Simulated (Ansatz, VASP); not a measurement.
# Sb in VASP and in Ansatz

File INCAR:

```
ALGO = Normal
EDIFF = 1E-7
ENCUT = 520
GGA = PS
ISIF = 2
ISMEAR = 0
LASPH = True
LCHARG = True
LELF = True
LREAL = False
LVHAR = True
LWAVE = False
NBANDS = 8
NELM = 80
PREC = Accurate
SIGMA = 0.15
```

File KPOINTS:

```
k-points
0
Gamma
  16 16 16
```

The input POSCAR:

```
Sb
1.0
    3.0020000000      0.0000000000      0.0000000000
    0.0000000000      3.0020000000      0.0000000000
    0.0000000000      0.0000000000      3.0020000000
Sb
1
Direct
    0.0000000000      0.0000000000      0.0000000000
```

Input for Ansatz:

```yaml
crystal:
  lattice:
    - [3.002, 0.0, 0.0]
    - [0.0, 3.002, 0.0]
    - [0.0, 0.0, 3.002]
  atoms:
    - { symbol: Sb, position: [0.0, 0.0, 0.0] }
basis:
  ecutwfc: 420
kpoints:
  mp_grid: { grid: [16, 16, 16] }
hamiltonian:
  xc: pbesol
scf:
  occupations: { method: gaussian, width: 0.15 }
output:
  forces: true
  stress: true
  eigenvalues: true
  write_density: true
  write_potential: true
  elf: true
  volumetric_format: npy
```

Change from the starting cell: strain -0.050 along x and y, -0.050 along z, atoms carried along.

Alike in both runs: task single point; functional PBEsol; k mesh 16 × 16 × 16; occupations gaussian, width 0.15 eV; no spin polarisation.

```csv
,VASP,Ansatz
version,VASP 6.6.1,Ansatz 0.2.0
potentials or method,"VASP PAW PBE potentials, release 64 (Sb), cutoff 520 eV","scalar-relativistic, plane waves, PAW"
valence electrons in the cell,5,15
```

Ansatz gave:

- gap on the k mesh at the Fermi level (eV): none
- pressure (GPa): 4.2

**Question.** Which values does VASP return?

**Answer.** gap on the k mesh at the Fermi level (eV): none; pressure (GPa): 4.4.

VASP's potentials were made for PBE, not for PBEsol. A gap of «none» marks a metal or a gap that the smearing closes. VASP's potentials hold 5 valence electrons a cell and Ansatz's 15, so a difference there can come from the potentials and not from the codes.

Spin-orbit coupling is off throughout.
